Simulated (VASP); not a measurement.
# H (I4/mmm) in VASP: further runs, part 2 of 3

VASP 6.6.1.

## Step 4: Relaxation of cell and atoms, r2SCAN, target pressure 30 GPa, at which the enthalpy is minimised

This run uses another cell than the first one, of 4.21 Å³/atom.

The input, POSCAR:

```
H
1.0
   -1.1451057205      1.1451057205      1.6067191302
    1.1451057205     -1.1451057205      1.6067191302
    1.1451057205      1.1451057205     -1.6067191302
H
2
Direct
    0.8889876399      0.8889876399      0.0000000000
    0.1110123601      0.1110123601      0.0000000000
```

The input, INCAR.step1:

```
  ALGO = Normal
  EDIFF = 1E-4
  ENCUT = 600
  GGA = PE
  ISMEAR = 0
  LASPH = True
  LCHARG = False
  LREAL = False
  LWAVE = True
  NELM = 60
  PREC = Accurate
  SIGMA = 0.02
```

The input, INCAR.step2:

```
  ALGO = Normal
  EDIFF = 1E-6
  EDIFFG = -0.008
  ENCUT = 600
  IBRION = 2
  ISIF = 3
  ISMEAR = 0
  ISTART = 1
  LASPH = True
  LCHARG = False
  LMIXTAU = True
  LREAL = False
  LWAVE = False
  METAGGA = R2SCAN
  NELM = 60
  NSW = 70
  PREC = Accurate
  PSTRESS = 300.0
  SIGMA = 0.02
```

The input, KPOINTS:

```
k-points
0
Gamma
  14 14 14
```

Started as:

```
> cat potpaw_PBE.64/H/POTCAR > POTCAR
> cp INCAR.step1 INCAR
> mpirun -np 1 vasp_std > vasp.out
> cp INCAR.step2 INCAR
> mpirun -np 1 vasp_std > vasp.out
```

Run time: 1.9 min. Hardware: 1 thread of Intel Xeon 6975P-C (Granite Rapids), shared host; peak memory 0.12 GiB.

It converged, with:

```yaml
Free_energy: -6.3730 eV
Relaxed_volume: 3.66 Å³/atom
Relaxed_cell: a = 2.179 Å, b = 2.179 Å, c = 2.179 Å, α = 120.00°, β = 120.00°, γ = 90.01°
Space_group_after_relaxing_to_0.1_Å: I4/mmm (No. 139)
Energy_change_on_relaxing_the_run_minimises_the_enthalpy: +81.0 meV/atom
Ionic_steps: 6
Pressure_after_relaxing: 30.1 GPa
Band_gap_on_the_k_mesh: 6.11 eV (least direct gap 6.60 eV)
```

The path:
```
step  energy change (eV)  largest force (eV/Å)  pressure (GPa)  volume (Å³)
   1              0.0000                0.7098           22.21         8.43
   2              0.0674                1.5848           13.99         8.18
   3              0.0054                0.2301           19.00         8.34
   4              0.0578                0.1469           22.64         7.95
   5              0.1399                0.0281           28.46         7.44
   6              0.1620                0.0010           30.06         7.32
```

Final structure:
```
CELL_PARAMETERS angstrom
-1.08952 1.08952 1.54065
1.08952 -1.08952 1.54065
1.08952 1.08952 -1.54065
ATOMIC_POSITIONS crystal
H 0.88194 0.88194 0.00000
H 0.11806 0.11806 0.00000
```

Levels at points of the mesh, in eV from the valence-band top:
```csv
k point,band 1,band 2,band 3,band 4,band 5
"(0.00, 0.00, 0.00)",-11.27,27.95,28.92,41.12,41.12
"(0.50, 0.00, 0.00)",-3.76,6.11,29.80,30.36,35.95
"(0.50, 0.50, 0.00)",-1.66,11.33,18.40,23.89,27.23
"(0.50, 0.50, 0.50)",0.00,6.60,20.70,25.79,25.79
```

Caveat: the cell is relaxed towards a set pressure, so the run minimises the enthalpy, not the energy; the PAW data sets were made with another functional, which shifts forces and pressure a little. A k mesh can miss the band edges.

## Step 5: Relaxation of cell and atoms, r2SCAN, target pressure 8 GPa, at which the enthalpy is minimised

This run uses another cell than the first one, of 6.54 Å³/atom.

The input, POSCAR:

```
H
1.0
   -1.3329846018      1.3329846018      1.8392522111
    1.3329846018     -1.3329846018      1.8392522111
    1.3329846018      1.3329846018     -1.8392522111
H
2
Direct
    0.9021152165      0.9021152165      0.0000000000
    0.0978847835      0.0978847835      0.0000000000
```

The input, INCAR.step1:

```
PREC = Accurate
ENCUT = 600
ISMEAR = 0
SIGMA = 0.02
LREAL = F
LASPH = T
NELM = 100
GGA = PE
ALGO = Normal
EDIFF = 1E-4
LWAVE = T
LCHARG = F
```

The input, INCAR.step2:

```
PREC = Accurate
ENCUT = 600
EDIFF = 1E-7
ISMEAR = 0
SIGMA = 0.02
LREAL = F
LASPH = T
NELM = 100
ALGO = Normal
ISIF = 3
LWAVE = F
LCHARG = F
METAGGA = R2SCAN
LMIXTAU = T
IBRION = 2
NSW = 70
EDIFFG = -0.008
PSTRESS = 80.0
ISTART = 1
```

The input, KPOINTS:

```
regular mesh
0
Gamma
  12 12 12
```

Started as:

```
> cat potpaw_PBE.64/H/POTCAR > POTCAR
> cp INCAR.step1 INCAR
> mpirun -np 1 vasp_std > vasp.out
> cp INCAR.step2 INCAR
> mpirun -np 1 vasp_std > vasp.out
```

It took 2.8 min on 1 thread of Intel Xeon 6975P-C (Granite Rapids), shared host; peak memory 0.13 GiB.

Results (log left out):

| Quantity | Value |
| --- | --- |
| Free energy | -6.7436 eV |
| Relaxed volume | 5.47 Å³/atom |
| Relaxed cell | a = 2.487 Å, b = 2.487 Å, c = 2.487 Å, α = 119.53°, β = 119.53°, γ = 90.82° |
| Space group after relaxing (to 0.1 Å) | I4/mmm (No. 139) |
| Energy change on relaxing (the run minimises the enthalpy) | +34.9 meV/atom |
| Ionic steps | 10 |
| Pressure after relaxing | 8.0 GPa |
| Band gap on the k mesh | 7.85 eV (least direct gap 8.32 eV) |

The path:
```csv
step,energy change (eV),largest force (eV/Å),pressure (GPa),volume (Å³)
1,0.0000,0.7277,6.04,13.07
2,0.0470,1.6925,-1.07,12.92
3,-0.0056,0.0609,3.88,13.03
4,0.0021,0.0552,4.29,12.74
5,0.0290,0.0302,5.76,11.90
6,0.1042,0.0488,10.04,10.33
7,0.0678,0.0260,8.00,10.99
8,0.0697,0.0275,8.10,10.95
9,0.0711,0.1901,7.42,10.93
10,0.0698,0.0002,8.02,10.95
```

Final structure:
```yaml
crystal:
  lattice:
    - [-1.25218, 1.25218, 1.74568]
    - [1.25218, -1.25218, 1.74568]
    - [1.25218, 1.25218, -1.74568]
  atoms:
    - { symbol: H, position: [0.89455, 0.89455, 0.00000] }
    - { symbol: H, position: [0.10544, 0.10544, 0.00000] }
```

Levels at points of the mesh, in eV from the valence-band top:
| k point | band 1 | band 2 | band 3 | band 4 | band 5 |
| --- | --- | --- | --- | --- | --- |
| (0.00, 0.00, 0.00) | -6.99 | 22.21 | 23.52 | 33.85 | 33.85 |
| (0.50, 0.00, 0.00) | -2.25 | 7.85 | 24.95 | 25.20 | 29.92 |
| (0.50, 0.50, 0.00) | -1.03 | 11.73 | 16.85 | 20.99 | 23.82 |
| (0.50, 0.50, 0.50) | 0.00 | 8.32 | 18.92 | 22.48 | 22.48 |

Caveat: the cell is relaxed towards a set pressure, so the run minimises the enthalpy, not the energy; the volume moved by over 15 % at a fixed basis, so the end points are rough; the PAW data sets were made with another functional, which shifts forces and pressure a little.

## Step 6: Relaxation of cell and atoms, r2SCAN, target pressure 15 GPa, at which the enthalpy is minimised

This run uses another cell than the first one, of 5.07 Å³/atom.

The input, POSCAR:

```
H
1.0
   -1.2213865925      1.2213865925      1.6993036751
    1.2213865925     -1.2213865925      1.6993036751
    1.2213865925      1.2213865925     -1.6993036751
H
2
Direct
    0.8945261482      0.8945261482      0.0000000000
    0.1054738518      0.1054738518      0.0000000000
```

INCAR.step1: that of step 5 with these lines changed.

```diff
@@ -6,3 +6,3 @@
 LASPH = T
-NELM = 100
+NELM = 80
 GGA = PE
```

INCAR.step2: that of step 5 with these lines changed.

```diff
@@ -7,3 +7,3 @@
 LASPH = T
-NELM = 100
+NELM = 80
 ALGO = Normal
@@ -17,3 +17,3 @@
 EDIFFG = -0.008
-PSTRESS = 80.0
+PSTRESS = 150.0
 ISTART = 1
```

The input, KPOINTS:

```
regular mesh
0
Gamma
  14 14 14
```

Potentials or basis: VASP PAW PBE potentials, release 64 (H).

Started as:

```
> cat potpaw_PBE.64/H/POTCAR > POTCAR
> cp INCAR.step1 INCAR
> mpirun -np 1 vasp_std > vasp.out
> cp INCAR.step2 INCAR
> mpirun -np 1 vasp_std > vasp.out
```

OUTCAR:

```text
PREC = Accurate
   ENCUT = 600
   EDIFF = 1E-7
   ISMEAR = 0
   LREAL = F
   LASPH = T
   NELM = 80
   ISIF = 3
   METAGGA = R2SCAN
   IBRION = 2
   NSW = 70
   EDIFFG = -0.008
   PSTRESS = 150.0
   ISTART = 1

 ion  position               nearest neighbor table
   1  0.895  0.895  0.000-   2 0.72
   2  0.105  0.105  0.000-   1 0.72

  LATTYP: Found a body centered tetragonal cell.
 ALAT       =     2.4427731850
 C/A-ratio  =     1.3912905918

  Lattice vectors:

 A1 = (  -1.2213865925,   1.2213865925,   1.6993036751)
 A2 = (   1.2213865925,  -1.2213865925,   1.6993036751)
 A3 = (   1.2213865925,   1.2213865925,  -1.6993036751)

Analysis of symmetry for initial positions (statically):
=====================================================================
 Subroutine PRICEL returns:
 Original cell was already a primitive cell.

 Routine SETGRP: Setting up the symmetry group for a
 body centered tetragonal supercell.

 Subroutine GETGRP returns: Found 16 space group operations
 (whereof 16 operations were pure point group operations)
 out of a pool of 16 trial point group operations.

The static configuration has the point symmetry D_4h.

Analysis of symmetry for dynamics (positions and initial velocities):
=====================================================================
 Subroutine PRICEL returns:
 Original cell was already a primitive cell.

 Routine SETGRP: Setting up the symmetry group for a
 body centered tetragonal supercell.

 Subroutine GETGRP returns: Found 16 space group operations
 (whereof 16 operations were pure point group operations)
 out of a pool of 16 trial point group operations.

The dynamic configuration has the point symmetry D_4h.

 Subroutine INISYM returns: Found 16 space group operations
 (whereof 16 operations are pure point group operations),
 and found     1 'primitive' translations

[... 119 lines left out ...]
   METAGGA = R2SCAN    functional components
   LHFCALC =     F    Hartree Fock is set to
   AEXX    =    0.0000 exact exchange contribution
   IVDW    =     0    specifies the selected vdW correction
   LEPSILON=     F    determine dielectric tensor
   LRPA    =     F    only Hartree local field effects (RPA)
 conjugate gradient relaxation of ions
 non-spin polarized calculation
 Gauss-broadening in eV      SIGMA  =   0.02
  energy-cutoff  :      600.00
  volume of cell :       10.14
 maximum number of plane-waves:       347
   NGX =  9   NGY =  9   NGZ =  9

--------------------------------------- Ionic step        1  -------------------------------------------

 number of electron       2.0000000 magnetization

 Free energy of the ion-electron system (eV)
  ---------------------------------------------------
  ext. energy  EPLUGINS =         0.00000000
  ---------------------------------------------------
  free energy    TOTEN  =        -6.68965797 eV

  energy without entropy =       -6.68965797  energy(sigma->0) =       -6.68965797

------------------------ aborting loop because EDIFF is reached ----------------------------------------

  FORCE on cell =-STRESS in cart. coord.  units (eV):
  Direction    XX          YY          ZZ          XY          YZ          ZX
  --------------------------------------------------------------------------------------
  -------------------------------------------------------------------------------------
  Total        0.6444486      0.6444486      1.1625081      0.0000000     -0.0000000      0.0000000
  in kB      101.8266756    101.8266756    183.6831427      0.0000000     -0.0000000      0.0000000
  external PRESSURE =     -20.8878354 kB  Pullay stress =     150.0000000 kB
[... 291 lines left out ...]
--------------------------------------- Ionic step        9  -------------------------------------------

 number of electron       2.0000001 magnetization

 Free energy of the ion-electron system (eV)
  ---------------------------------------------------
  ext. energy  EPLUGINS =         0.00000000
  ---------------------------------------------------
  free energy    TOTEN  =        -6.61727965 eV

  energy without entropy =       -6.61727965  energy(sigma->0) =       -6.61727965

 E-fermi :  -4.2742     XC(G=0):  -8.8196

 val. band max:       -4.3552822760   @ k =   0.5000   0.5000   0.5000
 cond. band min:       2.7704360058   @ k =   0.5000  -0.0000   0.0000
 fundamental gap:      7.1257182818
 Fermi energy:        -4.2742486367

 k-point     1 :       0.0000    0.0000    0.0000
  band No.  band energies     occupation
      1     -13.1032      2.00000
      2      20.5775      0.00000
      3      20.9658      0.00000
      4      32.5054      0.00000
      5      32.5054      0.00000
[... 177 lines left out ...]
 k-point    24 :       0.2857    0.1429    0.0000
  band No.  band energies     occupation
      1      -8.8692      2.00000
      2       6.8533      0.00000
      3      17.7654      0.00000
      4      24.0511      0.00000
      5      28.2080      0.00000

 [... further k-points ...]

------------------------ aborting loop because EDIFF is reached ----------------------------------------

  FORCE on cell =-STRESS in cart. coord.  units (eV):
  Direction    XX          YY          ZZ          XY          YZ          ZX
  --------------------------------------------------------------------------------------
  -------------------------------------------------------------------------------------
  Total        0.8516318      0.8516318      0.8526542      0.0000000     -0.0000000      0.0000000
  in kB      149.3980505    149.3980505    149.5774102      0.0000000     -0.0000000      0.0000000
  external PRESSURE =      -0.5421629 kB  Pullay stress =     150.0000000 kB
[... 21 lines left out ...]
  energy  without entropy=       -6.6172796478  energy(sigma->0) =       -6.61727965

  enthalpy is  TOTEN    =        -5.7622165311 eV   P V=        0.8550631167

 reached required accuracy - stopping structural energy minimisation
```

OSZICAR.step1:

```text
N       E                     dE             d eps       ncg     rms          rms(c)
DAV:   1    -0.664710280584E+01   -0.66471E+01   -0.66859E+02  2465   0.331E+02
DAV:   2    -0.691421279643E+01   -0.26711E+00   -0.26711E+00  3310   0.142E+01
DAV:   3    -0.691461487175E+01   -0.40208E-03   -0.40208E-03  2695   0.544E-01
DAV:   4    -0.691461512964E+01   -0.25790E-06   -0.25790E-06  3390   0.147E-02
DAV:   5    -0.691461512978E+01   -0.14110E-09   -0.14108E-09  2230   0.222E-04    0.451E+00
DAV:   6    -0.665137289343E+01    0.26324E+00   -0.10340E-01  2585   0.176E+00    0.254E+00
DAV:   7    -0.652377108510E+01    0.12760E+00   -0.23198E-01  2500   0.295E+00    0.199E-01
DAV:   8    -0.652551861843E+01   -0.17475E-02   -0.32014E-03  2610   0.425E-01    0.764E-02
DAV:   9    -0.652550245119E+01    0.16167E-04   -0.24327E-04  2900   0.137E-01
   1 F= -.65255025E+01 E0= -.65255025E+01  d E =-.352051E-25
```

Wall time 3.5 min (1 thread of Intel Xeon 6975P-C (Granite Rapids), shared host); peak memory 0.12 GiB.

Results:

| Property | Result |
| --- | --- |
| Free energy | -6.6173 eV |
| Relaxed volume | 4.57 Å³/atom |
| Relaxed cell | a = 2.343 Å, b = 2.343 Å, c = 2.343 Å, α = 119.69°, β = 119.69°, γ = 90.53° |
| Space group after relaxing (to 0.1 Å) | I4/mmm (No. 139) |
| Energy change on relaxing (the run minimises the enthalpy) | +36.2 meV/atom |
| Ionic steps | 9 |
| Pressure after relaxing | 14.9 GPa |
| Band gap on the k mesh | 7.13 eV (least direct gap 7.63 eV) |

The path:
```tsv
step	energy change (eV)	largest force (eV/Å)	pressure (GPa)	volume (Å³)
1	0.0000	0.7164	12.91	10.14
2	0.0502	1.7045	4.17	10.04
3	-0.0047	0.0486	10.33	10.11
4	0.0085	0.0428	11.09	9.92
5	0.0525	0.0206	13.71	9.35
6	0.0742	0.0106	15.01	9.11
7	0.0724	0.0115	14.90	9.13
8	0.0723	0.0641	15.19	9.13
9	0.0724	0.0005	14.95	9.13
```

Final structure:
```
CELL_PARAMETERS angstrom
-1.17677 1.17677 1.64881
1.17677 -1.17677 1.64881
1.17677 1.17677 -1.64881
ATOMIC_POSITIONS crystal
H 0.88887 0.88887 0.00000
H 0.11113 0.11113 0.00000
```

Levels at points of the mesh, in eV from the valence-band top:
```tsv
k point	band 1	band 2	band 3	band 4	band 5
(0.00, 0.00, 0.00)	-8.75	24.93	25.32	36.86	36.86
(0.50, 0.00, 0.00)	-2.87	7.13	27.11	27.16	32.38
(0.50, 0.50, 0.00)	-1.30	11.55	17.48	22.19	25.25
(0.50, 0.50, 0.50)	0.00	7.63	19.63	23.83	23.83
```

Caveat: the cell is relaxed towards a set pressure, so the run minimises the enthalpy, not the energy; the PAW data sets were made with another functional, which shifts forces and pressure a little. A k mesh can miss the band edges.

[end of part 2 of 3]
